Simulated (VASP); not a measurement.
# CaO (Fm-3m) in VASP: notebook

CaO is run at these levels: r2SCAN; tasks: single point, relaxation of cell and atoms.

Everything below comes from runs of VASP 6.6.1. Logs are shortened: lines on timing, memory, paths and dates and some standing lists are left out, and cuts for length are marked.

## 1. The cell of the first run

It takes space group Fm-3m (No. 225, cubic). Conventional cell: a = 4.710 Å, b = 4.710 Å, c = 4.710 Å, α = 90.00°, β = 90.00°, γ = 90.00°. Ca (site symmetry m-3m) has 6 O at 2.36 Å within 3.1 Å. Within 3.1 Å of O (site symmetry m-3m) lie 6 Ca at 2.36 Å.

## 2. Single point, r2SCAN

Input file POSCAR:

```
CaO
1.0
    2.3551214364      2.3551214364      0.0000000000
   -2.3551214364      2.3551214364      0.0000000000
    0.0000000000      2.3551214364      2.3551214364
Ca O
1 1
Direct
    0.0000000000      0.0000000000      0.0000000000
    0.5000000000      0.5000000000      0.0000000000
```

Input file INCAR.step1:

```
ALGO = Normal
EDIFF = 1E-5
ENCUT = 910
GGA = PE
GGA_COMPAT = F
ISMEAR = 0
LASPH = T
LCHARG = F
LREAL = F
LWAVE = T
NBANDS = 15
NELM = 120
PREC = Accurate
SIGMA = 0.01
```

Input file INCAR.step2:

```
ALGO = Normal
EDIFF = 1E-6
ENCUT = 910
GGA_COMPAT = F
ISIF = 2
ISMEAR = 0
ISTART = 1
LASPH = T
LCHARG = F
LMIXTAU = T
LREAL = F
LWAVE = F
METAGGA = R2SCAN
NBANDS = 15
NELM = 120
PREC = Accurate
SIGMA = 0.01
```

Input file KPOINTS:

```
k-points
0
Gamma
  8 8 8
```

Potentials or basis: VASP PAW PBE potentials, release 64 (Ca_sv, O_h).

Started as:

```bash
$ cat potpaw_PBE.64/Ca_sv/POTCAR potpaw_PBE.64/O_h/POTCAR > POTCAR
$ cp INCAR.step1 INCAR
$ mpirun -np 1 vasp_std > vasp.out
$ cp INCAR.step2 INCAR
$ mpirun -np 1 vasp_std > vasp.out
```

OUTCAR:

```text
EDIFF = 1E-6
   ENCUT = 910
   ISIF = 2
   ISMEAR = 0
   ISTART = 1
   LASPH = T
   LREAL = F
   METAGGA = R2SCAN
   NELM = 120
   PREC = Accurate

 ion  position               nearest neighbor table
   1  0.000  0.000  0.000-
   2  0.500  0.500  0.000-

  LATTYP: Found a face centered cubic cell.
 ALAT       =     4.7102428728

  Lattice vectors:

 A1 = (   0.0000000000,   2.3551214364,   2.3551214364)
 A2 = (   2.3551214364,   0.0000000000,   2.3551214364)
 A3 = (   2.3551214364,   2.3551214364,   0.0000000000)

Analysis of symmetry for initial positions (statically):
=====================================================================
 Subroutine PRICEL returns:
 Original cell was already a primitive cell.

 Routine SETGRP: Setting up the symmetry group for a
 face centered cubic supercell.

 Subroutine GETGRP returns: Found 48 space group operations
 (whereof 48 operations were pure point group operations)
 out of a pool of 48 trial point group operations.

The static configuration has the point symmetry O_h .

Analysis of symmetry for dynamics (positions and initial velocities):
=====================================================================
 Subroutine PRICEL returns:
 Original cell was already a primitive cell.

 Routine SETGRP: Setting up the symmetry group for a
 face centered cubic supercell.

 Subroutine GETGRP returns: Found 48 space group operations
 (whereof 48 operations were pure point group operations)
 out of a pool of 48 trial point group operations.

The dynamic configuration has the point symmetry O_h .

 Subroutine INISYM returns: Found 48 space group operations
 (whereof 48 operations are pure point group operations),
 and found     1 'primitive' translations

----------------------------------------------------------------------------------------

                                     Primitive cell

  volume of cell :      26.1258

  direct lattice vectors                    reciprocal lattice vectors
     2.355121436  2.355121436  0.000000000     0.212303278  0.212303278 -0.212303278
    -2.355121436  2.355121436  0.000000000    -0.212303278  0.212303278 -0.212303278
     0.000000000  2.355121436  2.355121436     0.000000000  0.000000000  0.424606555

  length of vectors
     3.330644676  3.330644676  3.330644676     0.367720063  0.367720063  0.424606555

  position of ions in fractional coordinates (direct lattice)
     0.000000000  0.000000000  0.000000000
     0.500000000  0.500000000  0.000000000

  ion indices of the primitive-cell ions
   primitive index   ion index
                 1           1
                 2           2

----------------------------------------------------------------------------------------

 KPOINTS: k-points

Automatic generation of k-mesh.
 Grid dimensions read from file:
 generate k-points for:    8    8    8

 Generating k-lattice:

  Cartesian coordinates                     Fractional coordinates (reciprocal lattice)
     0.026537910  0.026537910 -0.026537910     0.125000000  0.000000000  0.000000000
    -0.026537910  0.026537910 -0.026537910     0.000000000  0.125000000  0.000000000
     0.000000000  0.000000000  0.053075819     0.000000000  0.000000000  0.125000000

  Length of vectors
     0.045965008  0.045965008  0.053075819

  Shift w.r.t. Gamma in fractional coordinates (k-lattice)
     0.000000000  0.000000000  0.000000000

 Subroutine IBZKPT returns following result:
 ===========================================

 Found     29 irreducible k-points:

 Following reciprocal coordinates:
            Coordinates               Weight
  0.000000  0.000000  0.000000      1.000000
  0.125000  0.000000  0.000000      8.000000
  0.250000  0.000000  0.000000      8.000000
  0.375000  0.000000  0.000000      8.000000
  0.500000  0.000000  0.000000      4.000000
  0.125000  0.125000  0.000000     12.000000
[... 16 lines left out ...]
  0.375000  0.250000  0.125000     48.000000
  0.500000  0.250000  0.125000     24.000000
 [... further k-points ...]
   k-points           NKPTS =     29   k-points in BZ     NKDIM =     29   number of bands    NBANDS=     15
   number of dos      NEDOS =    301   number of ions     NIONS =      2
   total plane-waves  NPLWV =  46656
   dimension x,y,z NGX =    36 NGY =   36 NGZ =   36
   dimension x,y,z NGXF=    72 NGYF=   72 NGZF=   72
   ions per type =               1   1
   NGX,Y,Z   is equivalent  to a cutoff of  17.97, 17.97, 17.97 a.u.
   NGXF,Y,Z  is equivalent  to a cutoff of  35.94, 35.94, 35.94 a.u.
 SYSTEM =  unknown system
   PREC   = accura    normal or accurate (medium, high low for compatibility)
   ISTART =      1    job   : 0-new  1-cont  2-samecut
   ICHARG =      0    charge: 1-file 2-atom 10-const
   ISPIN  =      1    spin polarized calculation?
   LNONCOLLINEAR =      F non collinear calculations
   LSORBIT =      F    spin-orbit coupling
   LASPH  =      T    aspherical Exc in radial PAW
   ENCUT  =  910.0 eV  66.88 Ry    8.18 a.u.   8.19  8.19  8.19*2*pi/ulx,y,z
   NELM   =    120;   NELMIN=  2; NELMDL=  0     # of ELM steps
   EDIFF  = 0.1E-05   stopping-criterion for ELM
   LREAL  =      F    real-space projection
   EDIFFG = 0.1E-04   stopping-criterion for IOM
   NSW    =      0    number of steps for IOM
   IBRION =     -1    ionic relax: 0-MD 1-quasi-New 2-CG
   NFREE  =      0    steps in history (QN), initial steepest desc. (CG)
   ISIF   =      2    stress and relaxation
   ISYM   =      2    0-nonsym 1-usesym 2-fastsym
   POTIM  = 0.5000    time-step for ionic-motion
   TEBEG  =    0.0;   TEEND  =   0.0 temperature during run
   PSTRESS=    0.0 pullay stress
   NELECT =      16.0000    total number of electrons
   NUPDOWN=      -1.0000    fix difference up-down
   EMIN   =  10.00;   EMAX   =-10.00  energy-range for DOS
   EFERMI =   0.00;   METHOD = LEGACY
   ISMEAR =     0;   SIGMA  =   0.01  broadening in eV -4-tet -1-fermi 0-gaus
   EFERMI_NEDOS =   21; number of points for ismear=-14 and -15
   IALGO  =     38    algorithm
   IMIX   =      4    mixing-type and parameters
     AMIX     =   0.40;   BMIX     =  1.00
     AMIX_MAG =   1.60;   BMIX_MAG =  1.00
  volume/ion in A,a.u.               =      13.06        88.15
  Fermi-wavevector in a.u.,A,eV,Ry     =   1.390246  2.627183 26.297106  1.932783
  Thomas-Fermi vector in A             =   2.514199
   LORBIT       =      0    0 simple, 1 ext, 2 COOP (PROOUT), +10 PAW based schemes
   METAGGA = R2SCAN    functional components
   LHFCALC =     F    Hartree Fock is set to
   AEXX    =    0.0000 exact exchange contribution
   IVDW    =     0    specifies the selected vdW correction
   LEPSILON=     F    determine dielectric tensor
   LRPA    =     F    only Hartree local field effects (RPA)
 non-spin polarized calculation
 Gauss-broadening in eV      SIGMA  =   0.01
  energy-cutoff  :      910.00
  volume of cell :       26.13
 maximum number of plane-waves:      1660
 NGX is ok and might be reduce to    36
   NGX = 17   NGY = 17   NGZ = 17

 number of electron      16.0000002 magnetization

 Free energy of the ion-electron system (eV)
  ---------------------------------------------------
  ext. energy  EPLUGINS =         0.00000000
  ---------------------------------------------------
  free energy    TOTEN  =       -19.42184155 eV

  energy without entropy =      -19.42184155  energy(sigma->0) =      -19.42184155

 E-fermi :   2.7271     XC(G=0): -11.4021

 val. band max:        2.6591711453   @ k =   0.0000   0.0000   0.0000
 cond. band min:       6.8276066369   @ k =   0.5000   0.5000   0.0000
 fundamental gap:      4.1684354916
 Fermi energy:         2.7271335499

 k-point     1 :       0.0000    0.0000    0.0000
  band No.  band energies     occupation
      1     -36.1462      2.00000
      2     -15.9892      2.00000
      3     -15.9892      2.00000
      4     -15.9892      2.00000
      5     -13.9340      2.00000
      6       2.6592      2.00000
      7       2.6592      2.00000
      8       2.6592      2.00000
      9       8.6178      0.00000
     10       9.6636      0.00000
     11       9.6636      0.00000
     12       9.6636      0.00000
     13      11.3686      0.00000
     14      11.3686      0.00000
     15      18.8362      0.00000

 k-point     2 :       0.1250    0.0000    0.0000
  band No.  band energies     occupation
      1     -36.1268      2.00000
      2     -16.3229      2.00000
      3     -15.9979      2.00000
      4     -15.9979      2.00000
      5     -13.5949      2.00000
      6       2.1255      2.00000
      7       2.4275      2.00000
      8       2.4275      2.00000
      9       9.3048      0.00000
     10       9.6298      0.00000
     11       9.9556      0.00000
     12       9.9556      0.00000
     13      11.7816      0.00000
     14      11.7816      0.00000
     15      19.5077      0.00000

 k-point     3 :       0.2500    0.0000    0.0000
  band No.  band energies     occupation
      1     -36.0798      2.00000
      2     -16.9067      2.00000
      3     -16.0187      2.00000
      4     -16.0187      2.00000
      5     -12.9959      2.00000
      6       1.0855      2.00000
      7       1.9305      2.00000
      8       1.9305      2.00000
      9       9.7267      0.00000
     10      10.7249      0.00000
     11      10.7249      0.00000
     12      10.8151      0.00000
     13      12.7748      0.00000
     14      12.7748      0.00000
     15      20.0754      0.00000

 k-point     4 :       0.3750    0.0000    0.0000
  band No.  band energies     occupation
      1     -36.0323      2.00000
      2     -17.3547      2.00000
      3     -16.0391      2.00000
      4     -16.0391      2.00000
      5     -12.5293      2.00000
      6       0.2305      2.00000
      7       1.4984      2.00000
      8       1.4984      2.00000
      9      10.2454      0.00000
     10      11.6239      0.00000
     11      11.6239      0.00000
     12      12.0431      0.00000
     13      13.8503      0.00000
     14      13.8503      0.00000
     15      19.2036      0.00000
[... 307 lines left out ...]
 k-point    22 :       0.2500    0.2500    0.1250
  band No.  band energies     occupation
      1     -36.0457      2.00000
      2     -16.9468      2.00000
      3     -16.1830      2.00000
      4     -16.0618      2.00000
      5     -12.9622      2.00000
      6       0.7608      2.00000
      7       1.8127      2.00000
      8       2.1415      2.00000
      9       8.7297      0.00000
     10      10.9767      0.00000
     11      11.4935      0.00000
     12      11.8861      0.00000
     13      12.7681      0.00000
     14      14.1576      0.00000
     15      20.6195      0.00000

 k-point    23 :       0.3750    0.2500    0.1250
  band No.  band energies     occupation
      1     -36.0081      2.00000
      2     -17.1378      2.00000
      3     -16.2607      2.00000
      4     -16.1075      2.00000
      5     -12.7977      2.00000
      6       0.5873      2.00000
      7       1.5003      2.00000
      8       1.7937      2.00000
      9       9.2973      0.00000
     10      11.2045      0.00000
     11      12.1541      0.00000
     12      12.3815      0.00000
     13      13.8293      0.00000
     14      15.1845      0.00000
     15      19.2317      0.00000

 k-point    24 :       0.5000    0.2500    0.1250
  band No.  band energies     occupation
      1     -35.9924      2.00000
      2     -17.2139      2.00000
      3     -16.2774      2.00000
      4     -16.1403      2.00000
      5     -12.7357      2.00000
      6       0.5403      2.00000
      7       1.4832      2.00000
      8       1.5182      2.00000
      9      10.2859      0.00000
     10      10.3794      0.00000
     11      12.4779      0.00000
     12      12.8134      0.00000
     13      14.1389      0.00000
     14      16.0147      0.00000
     15      18.3735      0.00000

 [... further k-points ...]

------------------------ aborting loop because EDIFF is reached ----------------------------------------

  FORCE on cell =-STRESS in cart. coord.  units (eV):
  Direction    XX          YY          ZZ          XY          YZ          ZX
  --------------------------------------------------------------------------------------
  -------------------------------------------------------------------------------------
  Total        1.3339884      1.3339884      1.3339884      0.0000000     -0.0000000      0.0000000
  in kB       81.8074264     81.8074264     81.8074264      0.0000000     -0.0000000      0.0000000
  external PRESSURE =      81.8074264 kB  Pullay stress =       0.0000000 kB

 VOLUME and BASIS-vectors are now :
 -----------------------------------------------------------------------------
  energy-cutoff  :      910.00
  volume of cell :       26.13
      direct lattice vectors                 reciprocal lattice vectors
     2.355121436  2.355121436  0.000000000     0.212303278  0.212303278 -0.212303278
    -2.355121436  2.355121436  0.000000000    -0.212303278  0.212303278 -0.212303278
     0.000000000  2.355121436  2.355121436     0.000000000  0.000000000  0.424606555

 POSITION                                       TOTAL-FORCE (eV/Angst)
 -----------------------------------------------------------------------------------
      0.00000      0.00000      0.00000         0.000000      0.000000      0.000000
      0.00000      2.35512      0.00000         0.000000     -0.000000      0.000000
 -----------------------------------------------------------------------------------
    total drift:                               -0.000000      0.000000     -0.000000

  FREE ENERGIE OF THE ION-ELECTRON SYSTEM (eV)
  ---------------------------------------------------
  free  energy   TOTEN  =       -19.4218415513 eV

  energy  without entropy=      -19.4218415513  energy(sigma->0) =      -19.42184155
```

It took 94 s on 1 thread of AMD EPYC 9R45 (Zen 5), shared host; peak memory 0.2 GiB.

Results:

- Free energy: -19.4218 eV
- Pressure: 8.2 GPa
- Band gap on the k mesh: 4.17 eV (least direct gap 4.52 eV)

Levels at points of the mesh, in eV from the valence-band top:
| k point | band 5 | band 6 | band 7 | band 8 | band 9 | band 10 | band 11 | band 12 |
| --- | --- | --- | --- | --- | --- | --- | --- | --- |
| (0.00, 0.00, 0.00) | -16.59 | 0.00 | 0.00 | 0.00 | 5.96 | 7.00 | 7.00 | 7.00 |
| (0.50, 0.00, 0.00) | -15.02 | -2.75 | -1.33 | -1.33 | 7.99 | 9.39 | 9.39 | 9.71 |
| (0.50, 0.50, 0.00) | -16.38 | -1.25 | -0.36 | -0.36 | 4.17 | 9.23 | 9.99 | 10.66 |

Caveat: the cutoff is under 1.25 times the usual one of these potentials, so pressure, stress and relaxed cells hold a basis-set (Pulay) error; the cell stands under pressure; the PAW data sets were made with another functional, which shifts forces and pressure a little. r2SCAN opens gaps a little over a GGA but as a rule still falls short of measured ones.

## 3. Relaxation of cell and atoms, r2SCAN, target pressure -2 GPa, at which the enthalpy is minimised

This run uses another cell than the first one, of 13.78 Å³/atom.

Input file POSCAR:

```
CaO
1.0
    2.3974414048      2.3974414048      0.0000000000
   -2.3974414048      2.3974414048      0.0000000000
    0.0000000000      2.3974414048      2.3974414048
Ca O
1 1
Direct
    0.0000000000      0.0000000000      0.0000000000
    0.5000000000      0.5000000000      0.0000000000
```

Input file INCAR.step1:

```
PREC = Accurate
ENCUT = 600
ISMEAR = 0
SIGMA = 0.01
LREAL = False
LASPH = True
NELM = 60
GGA = PE
ALGO = Normal
EDIFF = 1E-4
LWAVE = True
LCHARG = False
```

Input file INCAR.step2:

```
PREC = Accurate
ENCUT = 600
EDIFF = 1E-7
ISMEAR = 0
SIGMA = 0.01
LREAL = False
LASPH = True
NELM = 60
ALGO = Normal
ISIF = 3
LWAVE = False
LCHARG = False
METAGGA = R2SCAN
LMIXTAU = True
IBRION = 2
NSW = 100
EDIFFG = -0.002
PSTRESS = -20.0
ISTART = 1
```

Input file KPOINTS:

```
regular mesh
0
Gamma
  8 8 8
```

Potentials or basis: VASP PAW PBE potentials, release 64 (Ca_sv, O).

Started as:

```bash
$ cat potpaw_PBE.64/Ca_sv/POTCAR potpaw_PBE.64/O/POTCAR > POTCAR
$ cp INCAR.step1 INCAR
$ mpirun -np 1 vasp_std > vasp.out
$ cp INCAR.step2 INCAR
$ mpirun -np 1 vasp_std > vasp.out
```

Wall time 84 s (1 thread of Intel Xeon 6975P-C (Granite Rapids), shared host); peak memory 0.18 GiB.

The run converged. Its results:

| Item | Value |
| --- | --- |
| Free energy | -19.4541 eV |
| Relaxed volume | 14.14 Å³/atom |
| Relaxed cell | a = 3.420 Å, b = 3.420 Å, c = 3.420 Å, α = 60.00°, β = 60.00°, γ = 90.00° |
| Space group after relaxing (to 0.1 Å) | Fm-3m (No. 225) |
| Energy change on relaxing (the run minimises the enthalpy) | +1.3 meV/atom |
| Ionic steps | 3 |
| Pressure after relaxing | -2.0 GPa |
| Band gap on the k mesh | 4.19 eV (least direct gap 4.57 eV) |

The path:
```
step  energy change (eV)  largest force (eV/Å)  pressure (GPa)  volume (Å³)
   1              0.0000                0.0000            0.94        27.56
   2              0.0074                0.0000           -3.11        28.58
   3              0.0025                0.0000           -1.99        28.28
```

Final structure:
```
Ca O
1.0
     2.41812    2.41812    0.00000
    -2.41812    2.41812    0.00000
     0.00000    2.41812    2.41812
Ca O
1 1
Direct
  0.00000 0.00000 0.00000
  0.50000 0.50000 0.00000
```

Levels at points of the mesh, in eV from the valence-band top:
```
           k point  band 4  band 5  band 6  band 7  band 8  band 9  band 10  band 11  band 12
(0.00, 0.00, 0.00)  -19.04  -16.44    0.00    0.00    0.00    5.27     6.81     6.81     6.81
(0.50, 0.00, 0.00)  -19.09  -15.24   -2.56   -1.16   -1.16    7.61     8.94     8.94     9.07
(0.50, 0.50, 0.00)  -19.25  -16.22   -1.30   -0.38   -0.38    4.19     8.62     9.52    10.11
```

Caveat: the cell is relaxed towards a set pressure, so the run minimises the enthalpy, not the energy; the PAW data sets were made with another functional, which shifts forces and pressure a little.
